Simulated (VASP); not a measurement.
# Ti3Al5 (Pmmm) in VASP: single point with r2SCAN

Aim: the single point of Ti3Al5 with r2SCAN.

Everything below comes from runs of VASP 6.6.1. Logs are shortened: lines on timing, memory, paths and dates and some standing lists are left out, and cuts for length are marked.

## Step 1: The cell of the first run

Symmetry: Pmmm, No. 47, orthorhombic system. Conventional cell: a = 3.901 Å, b = 4.014 Å, c = 8.083 Å, α = 90.00°, β = 90.00°, γ = 90.00°. Within 3.6 Å of Ti (site symmetry mm2) lie 10 Al at 2.72 to 2.94 Å and 2 Ti at 2.90 Å. Within 3.7 Å of Ti (site symmetry mmm) lie 8 Al at 2.80 Å and 4 Ti at 2.90 Å. Within 3.6 Å of Al (site symmetry mmm) lie 4 Al at 2.76 Å and 8 Ti at 2.80 to 2.94 Å. Al (site symmetry mmm) has 4 Ti at 2.76 Å and 8 Al at 2.80 to 2.85 Å within 3.6 Å. Al (site symmetry mmm) has 4 Ti at 2.72 Å and 8 Al at 2.80 to 2.89 Å within 3.6 Å. Within 3.6 Å of Al (site symmetry mm2) lie 6 Al at 2.76 to 2.89 Å and 6 Ti at 2.80 Å.

## Step 2: Single point, r2SCAN

POSCAR

```
Ti3Al5
1.0
    3.9010137800      0.0000000000      0.0000000000
    0.0000000000      4.0139389400      0.0000000000
    0.0000000000      0.0000000000      8.0832905000
Ti Al
3 5
Direct
    0.0000000000      0.5000000000      0.2650652300
    0.0000000000      0.5000000000      0.7349347700
    0.5000000000      0.5000000000      0.0000000000
    0.0000000000      0.0000000000      0.0000000000
    0.0000000000      0.0000000000      0.5000000000
    0.5000000000      0.5000000000      0.5000000000
    0.5000000000      0.0000000000      0.2422336800
    0.5000000000      0.0000000000      0.7577663200
```

INCAR.step1

```
ALGO = Normal
EDIFF = 1E-4
ENCUT = 520
GGA = PE
ISMEAR = 0
LASPH = T
LCHARG = F
LREAL = F
LWAVE = T
NBANDS = 36
NELM = 100
PREC = Accurate
SIGMA = 0.1
```

INCAR.step2

```
ALGO = Normal
EDIFF = 1E-7
ENCUT = 520
ISIF = 2
ISMEAR = 0
ISTART = 1
LASPH = T
LCHARG = F
LMIXTAU = T
LREAL = F
LWAVE = F
METAGGA = R2SCAN
NBANDS = 36
NELM = 100
PREC = Accurate
SIGMA = 0.1
```

KPOINTS

```
k-points
0
Gamma
  6 4 2
```

Potentials or basis: VASP PAW PBE potentials, release 64 (Ti_sv, Al).

Run with:

```
cat potpaw_PBE.64/Ti_sv/POTCAR potpaw_PBE.64/Al/POTCAR > POTCAR
cp INCAR.step1 INCAR
mpirun -np 1 vasp_std > vasp.out
cp INCAR.step2 INCAR
mpirun -np 1 vasp_std > vasp.out
```

OUTCAR:

```text
EDIFF = 1E-7
   ENCUT = 520
   ISIF = 2
   ISMEAR = 0
   ISTART = 1
   LASPH = T
   LREAL = F
   METAGGA = R2SCAN
   NELM = 100
   PREC = Accurate

 ion  position               nearest neighbor table
   1  0.000  0.500  0.265-   6 2.72   6 2.72   5 2.76   5 2.76   7 2.80   7 2.80   7 2.80   7 2.80
                             3 2.90   3 2.90   4 2.94   4 2.94
   2  0.000  0.500  0.735-   6 2.72   6 2.72   5 2.76   5 2.76   8 2.80   8 2.80   8 2.80   8 2.80
                             3 2.90   3 2.90   4 2.94   4 2.94
   3  0.500  0.500  0.000-   4 2.80   4 2.80   4 2.80   4 2.80   7 2.80   8 2.80   8 2.80   7 2.80
                             1 2.90   2 2.90   1 2.90   2 2.90
   4  0.000  0.000  0.000-   7 2.76   8 2.76   7 2.76   8 2.76   3 2.80   3 2.80   3 2.80   3 2.80
                             1 2.94   1 2.94   2 2.94   2 2.94
   5  0.000  0.000  0.500-   1 2.76   2 2.76   1 2.76   2 2.76   6 2.80   6 2.80   6 2.80   6 2.80
                             8 2.85   7 2.85   8 2.85   7 2.85
   6  0.500  0.500  0.500-   1 2.72   2 2.72   1 2.72   2 2.72   5 2.80   5 2.80   5 2.80   5 2.80
                             8 2.89   7 2.89   7 2.89   8 2.89
   7  0.500  0.000  0.242-   4 2.76   4 2.76   3 2.80   3 2.80   1 2.80   1 2.80   1 2.80   1 2.80
                             5 2.85   5 2.85   6 2.89   6 2.89
   8  0.500  0.000  0.758-   4 2.76   4 2.76   3 2.80   3 2.80   2 2.80   2 2.80   2 2.80   2 2.80
                             5 2.85   5 2.85   6 2.89   6 2.89

  LATTYP: Found a simple orthorhombic cell.
 ALAT       =     3.9010137800
 B/A-ratio  =     1.0289476445
 C/A-ratio  =     2.0720999606

  Lattice vectors:

 A1 = (   3.9010137800,   0.0000000000,   0.0000000000)
 A2 = (   0.0000000000,   4.0139389400,   0.0000000000)
 A3 = (   0.0000000000,   0.0000000000,   8.0832905000)

Analysis of symmetry for initial positions (statically):
=====================================================================
 Subroutine PRICEL returns:
 Original cell was already a primitive cell.

 Routine SETGRP: Setting up the symmetry group for a
 simple orthorhombic supercell.

 Subroutine GETGRP returns: Found  8 space group operations
 (whereof  8 operations were pure point group operations)
 out of a pool of  8 trial point group operations.

The static configuration has the point symmetry D_2h.

Analysis of symmetry for dynamics (positions and initial velocities):
=====================================================================
 Subroutine PRICEL returns:
 Original cell was already a primitive cell.

 Routine SETGRP: Setting up the symmetry group for a
 simple orthorhombic supercell.

 Subroutine GETGRP returns: Found  8 space group operations
 (whereof  8 operations were pure point group operations)
 out of a pool of  8 trial point group operations.

The dynamic configuration has the point symmetry D_2h.

 Subroutine INISYM returns: Found  8 space group operations
 (whereof  8 operations are pure point group operations),
 and found     1 'primitive' translations

----------------------------------------------------------------------------------------

                                     Primitive cell

  volume of cell :     126.5716

  direct lattice vectors                    reciprocal lattice vectors
     3.901013780  0.000000000  0.000000000     0.256343622  0.000000000  0.000000000
     0.000000000  4.013938940  0.000000000     0.000000000  0.249131842  0.000000000
     0.000000000  0.000000000  8.083290500     0.000000000  0.000000000  0.123711996

  length of vectors
     3.901013780  4.013938940  8.083290500     0.256343622  0.249131842  0.123711996

  position of ions in fractional coordinates (direct lattice)
     0.000000000  0.500000000  0.265065230
     0.000000000  0.500000000  0.734934770
     0.500000000  0.500000000  0.000000000
     0.000000000  0.000000000  0.000000000
     0.000000000  0.000000000  0.500000000
     0.500000000  0.500000000  0.500000000
     0.500000000  0.000000000  0.242233680
     0.500000000  0.000000000  0.757766320

  ion indices of the primitive-cell ions
   primitive index   ion index
                 1           1
                 2           2
                 3           3
                 4           4
                 5           5
                 6           6
                 7           7
                 8           8

----------------------------------------------------------------------------------------

 KPOINTS: k-points

Automatic generation of k-mesh.
 Grid dimensions read from file:
 generate k-points for:    6    4    2

 Generating k-lattice:

  Cartesian coordinates                     Fractional coordinates (reciprocal lattice)
     0.042723937  0.000000000  0.000000000     0.166666667  0.000000000  0.000000000
     0.000000000  0.062282960  0.000000000     0.000000000  0.250000000  0.000000000
     0.000000000  0.000000000  0.061855998     0.000000000  0.000000000  0.500000000

  Length of vectors
     0.042723937  0.062282960  0.061855998

  Shift w.r.t. Gamma in fractional coordinates (k-lattice)
     0.000000000  0.000000000  0.000000000

 Subroutine IBZKPT returns following result:
 ===========================================

 Found     24 irreducible k-points:

 Following reciprocal coordinates:
            Coordinates               Weight
  0.000000  0.000000  0.000000      1.000000
  0.166667  0.000000  0.000000      2.000000
  0.333333  0.000000  0.000000      2.000000
  0.500000  0.000000  0.000000      1.000000
  0.000000  0.250000  0.000000      2.000000
  0.166667  0.250000  0.000000      4.000000
[... 16 lines left out ...]
  0.333333  0.500000  0.500000      2.000000
  0.500000  0.500000  0.500000      1.000000
   k-points           NKPTS =     24   k-points in BZ     NKDIM =     24   number of bands    NBANDS=     36
   number of dos      NEDOS =    301   number of ions     NIONS =      8
   total plane-waves  NPLWV =  54000
   dimension x,y,z NGX =    30 NGY =   30 NGZ =   60
   dimension x,y,z NGXF=    60 NGYF=   60 NGZF=  120
   ions per type =               3   5
   NGX,Y,Z   is equivalent  to a cutoff of  12.78, 12.43, 12.34 a.u.
   NGXF,Y,Z  is equivalent  to a cutoff of  25.57, 24.85, 24.68 a.u.
 SYSTEM =  unknown system
   PREC   = accura    normal or accurate (medium, high low for compatibility)
   ISTART =      1    job   : 0-new  1-cont  2-samecut
   ICHARG =      0    charge: 1-file 2-atom 10-const
   ISPIN  =      1    spin polarized calculation?
   LNONCOLLINEAR =      F non collinear calculations
   LSORBIT =      F    spin-orbit coupling
   LASPH  =      T    aspherical Exc in radial PAW
   ENCUT  =  520.0 eV  38.22 Ry    6.18 a.u.   7.25  7.46 15.03*2*pi/ulx,y,z
   NELM   =    100;   NELMIN=  2; NELMDL=  0     # of ELM steps
   EDIFF  = 0.1E-06   stopping-criterion for ELM
   LREAL  =      F    real-space projection
   EDIFFG = 0.1E-05   stopping-criterion for IOM
   NSW    =      0    number of steps for IOM
   IBRION =     -1    ionic relax: 0-MD 1-quasi-New 2-CG
   NFREE  =      0    steps in history (QN), initial steepest desc. (CG)
   ISIF   =      2    stress and relaxation
   ISYM   =      2    0-nonsym 1-usesym 2-fastsym
   POTIM  = 0.5000    time-step for ionic-motion
   TEBEG  =    0.0;   TEEND  =   0.0 temperature during run
   PSTRESS=    0.0 pullay stress
   NELECT =      51.0000    total number of electrons
   NUPDOWN=      -1.0000    fix difference up-down
   EMIN   =  10.00;   EMAX   =-10.00  energy-range for DOS
   EFERMI =   0.00;   METHOD = LEGACY
   ISMEAR =     0;   SIGMA  =   0.10  broadening in eV -4-tet -1-fermi 0-gaus
   EFERMI_NEDOS =   21; number of points for ismear=-14 and -15
   IALGO  =     38    algorithm
   IMIX   =      4    mixing-type and parameters
     AMIX     =   0.40;   BMIX     =  1.00
     AMIX_MAG =   1.60;   BMIX_MAG =  1.00
  volume/ion in A,a.u.               =      15.82       106.77
  Fermi-wavevector in a.u.,A,eV,Ry     =   1.209166  2.284993 19.892853  1.462083
  Thomas-Fermi vector in A             =   2.344752
   LORBIT       =      0    0 simple, 1 ext, 2 COOP (PROOUT), +10 PAW based schemes
   METAGGA = R2SCAN    functional components
   LHFCALC =     F    Hartree Fock is set to
   AEXX    =    0.0000 exact exchange contribution
   IVDW    =     0    specifies the selected vdW correction
   LEPSILON=     F    determine dielectric tensor
   LRPA    =     F    only Hartree local field effects (RPA)
 non-spin polarized calculation
 Gauss-broadening in eV      SIGMA  =   0.10
  energy-cutoff  :      520.00
  volume of cell :      126.57
 maximum number of plane-waves:      3430
 NGX is ok and might be reduce to    30
   NGX = 15   NGY = 15   NGZ = 31

 number of electron      51.0000005 magnetization

 Free energy of the ion-electron system (eV)
  ---------------------------------------------------
  ext. energy  EPLUGINS =         0.00000000
  ---------------------------------------------------
  free energy    TOTEN  =       -76.14968965 eV

  energy without entropy =      -76.11465122  energy(sigma->0) =      -76.13217044

 E-fermi :   8.5677     XC(G=0): -11.7298

 val. band max:        8.5535358859   @ k =   0.3333   0.2500   0.0000
 cond. band min:       8.5894957850   @ k =   0.5000   0.2500   0.0000
 fundamental gap:      0.0359598992
 Fermi energy:         8.5676940159

 k-point     1 :       0.0000    0.0000    0.0000
  band No.  band energies     occupation
      1     -50.4498      2.00000
      2     -50.4424      2.00000
      3     -50.2877      2.00000
      4     -25.7951      2.00000
      5     -25.7859      2.00000
      6     -25.7142      2.00000
[... 28 lines left out ...]
     35      12.2930      0.00000
     36      12.3304      0.00000

 k-point     2 :       0.1667    0.0000    0.0000
  band No.  band energies     occupation
      1     -50.4480      2.00000
      2     -50.4422      2.00000
      3     -50.2890      2.00000
      4     -25.7928      2.00000
      5     -25.7855      2.00000
      6     -25.7198      2.00000
[... 28 lines left out ...]
     35      12.0755      0.00000
     36      12.1579      0.00000

 k-point     3 :       0.3333    0.0000    0.0000
  band No.  band energies     occupation
      1     -50.4442      2.00000
      2     -50.4416      2.00000
      3     -50.2918      2.00000
      4     -25.7881      2.00000
      5     -25.7845      2.00000
      6     -25.7492      2.00000
[... 28 lines left out ...]
     35      11.9394      0.00000
     36      12.1537      0.00000

 k-point     4 :       0.5000    0.0000    0.0000
  band No.  band energies     occupation
      1     -50.4423      2.00000
      2     -50.4414      2.00000
      3     -50.2933      2.00000
      4     -25.7857      2.00000
      5     -25.7841      2.00000
      6     -25.7599      2.00000
[... 28 lines left out ...]
     35      12.1466      0.00000
     36      12.2586      0.00000

 k-point     5 :       0.0000    0.2500    0.0000
  band No.  band energies     occupation
      1     -50.4494      2.00000
      2     -50.4421      2.00000
      3     -50.2873      2.00000
      4     -25.8049      2.00000
      5     -25.7946      2.00000
      6     -25.7133      2.00000
[... 655 lines left out ...]
 k-point    22 :       0.1667    0.5000    0.5000
  band No.  band energies     occupation
      1     -50.4465      2.00000
      2     -50.4423      2.00000
      3     -50.2883      2.00000
      4     -25.8097      2.00000
      5     -25.8046      2.00000
      6     -25.7239      2.00000
[... 28 lines left out ...]
     35      11.3403      0.00000
     36      12.0544      0.00000

 k-point    23 :       0.3333    0.5000    0.5000
  band No.  band energies     occupation
      1     -50.4428      2.00000
      2     -50.4418      2.00000
      3     -50.2911      2.00000
      4     -25.8038      2.00000
      5     -25.8031      2.00000
      6     -25.7361      2.00000
[... 28 lines left out ...]
     35      11.0559      0.00000
     36      11.7151      0.00000

 k-point    24 :       0.5000    0.5000    0.5000
  band No.  band energies     occupation
      1     -50.4415      2.00000
      2     -50.4409      2.00000
      3     -50.2926      2.00000
      4     -25.8023      2.00000
      5     -25.8007      2.00000
      6     -25.7460      2.00000
[... 28 lines left out ...]
     35      10.7721      0.00000
     36      11.8556      0.00000

------------------------ aborting loop because EDIFF is reached ----------------------------------------

  FORCE on cell =-STRESS in cart. coord.  units (eV):
  Direction    XX          YY          ZZ          XY          YZ          ZX
  --------------------------------------------------------------------------------------
  -------------------------------------------------------------------------------------
  Total       -0.0976581      0.1820613      0.3678108     -0.0000000      0.0000000      0.0000000
  in kB       -1.2361819      2.3045805      4.6558467     -0.0000000      0.0000000      0.0000000
  external PRESSURE =       1.9080818 kB  Pullay stress =       0.0000000 kB

 VOLUME and BASIS-vectors are now :
 -----------------------------------------------------------------------------
  energy-cutoff  :      520.00
  volume of cell :      126.57
      direct lattice vectors                 reciprocal lattice vectors
     3.901013780  0.000000000  0.000000000     0.256343622  0.000000000  0.000000000
     0.000000000  4.013938940  0.000000000     0.000000000  0.249131842  0.000000000
     0.000000000  0.000000000  8.083290500     0.000000000  0.000000000  0.123711996

 POSITION                                       TOTAL-FORCE (eV/Angst)
 -----------------------------------------------------------------------------------
      0.00000      2.00697      2.14260         0.000000     -0.000000     -0.008281
      0.00000      2.00697      5.94069         0.000000      0.000000      0.008281
      1.95051      2.00697      0.00000         0.000000     -0.000000      0.000000
      0.00000      0.00000      0.00000         0.000000     -0.000000      0.000000
      0.00000      0.00000      4.04165         0.000000     -0.000000      0.000000
      1.95051      2.00697      4.04165         0.000000     -0.000000      0.000000
      1.95051      0.00000      1.95805        -0.000000     -0.000000      0.024603
      1.95051      0.00000      6.12525         0.000000     -0.000000     -0.024603
 -----------------------------------------------------------------------------------
    total drift:                                0.000000      0.000000     -0.000000

  FREE ENERGIE OF THE ION-ELECTRON SYSTEM (eV)
  ---------------------------------------------------
  free  energy   TOTEN  =       -76.1496896519 eV

  energy  without entropy=      -76.1146512192  energy(sigma->0) =      -76.13217044
```

It took 5.2 min on 1 thread of Intel Xeon Platinum 8375C at 2.90GHz (Ice Lake), shared host; peak memory 0.28 GiB.

What came out:

```yaml
Free_energy: -76.1497 eV
Pressure: 0.2 GPa
Largest_force: 0.025 eV/Å
Band_gap_on_the_k_mesh: zero (an odd number of electrons rules out a gap without spin polarisation)
```

Forces in eV/Å, atoms in the order of the input:
```
Ti   0.000  0.000 -0.008
Ti   0.000  0.000  0.008
Ti   0.000  0.000  0.000
Al   0.000  0.000  0.000
Al   0.000  0.000  0.000
Al   0.000  0.000  0.000
Al   0.000  0.000  0.025
Al   0.000  0.000 -0.025
```

Levels at points of the mesh, in eV from the Fermi level:
| k point | band 22 | band 23 | band 24 | band 25 | band 26 | band 27 | band 28 | band 29 | band 30 | band 31 |
| --- | --- | --- | --- | --- | --- | --- | --- | --- | --- | --- |
| (0.00, 0.00, 0.00) | -1.06 | -0.72 | -0.69 | -0.66 | -0.38 | 0.17 | 0.78 | 0.87 | 0.90 | 1.24 |
| (0.50, 0.00, 0.00) | -1.47 | -1.33 | -0.92 | -0.58 | -0.11 | 0.86 | 1.11 | 1.59 | 1.75 | 1.81 |
| (0.00, 0.50, 0.00) | -0.72 | -0.55 | -0.29 | 0.10 | 1.05 | 1.18 | 1.38 | 1.70 | 1.79 | 1.79 |
| (0.50, 0.50, 0.00) | -2.37 | -2.01 | -0.88 | -0.86 | -0.15 | -0.09 | 1.21 | 1.44 | 1.51 | 1.58 |
| (0.00, 0.00, 0.50) | -0.73 | -0.69 | -0.65 | -0.56 | -0.36 | 0.25 | 0.70 | 0.91 | 0.95 | 1.00 |
| (0.50, 0.00, 0.50) | -1.35 | -1.01 | -0.70 | -0.65 | -0.52 | 1.09 | 1.36 | 1.37 | 1.68 | 1.75 |
| (0.00, 0.50, 0.50) | -1.39 | -0.88 | 0.74 | 0.77 | 0.95 | 1.03 | 1.11 | 1.27 | 1.53 | 1.57 |
| (0.50, 0.50, 0.50) | -2.23 | -2.04 | -1.73 | -1.13 | -0.81 | -0.33 | 1.47 | 1.48 | 1.58 | 1.86 |

Caveat: the k points lie up to 0.39 Å⁻¹ apart, too coarse for converged energies and pressures of a metal; the PAW data sets were made with another functional, which shifts forces and pressure a little.
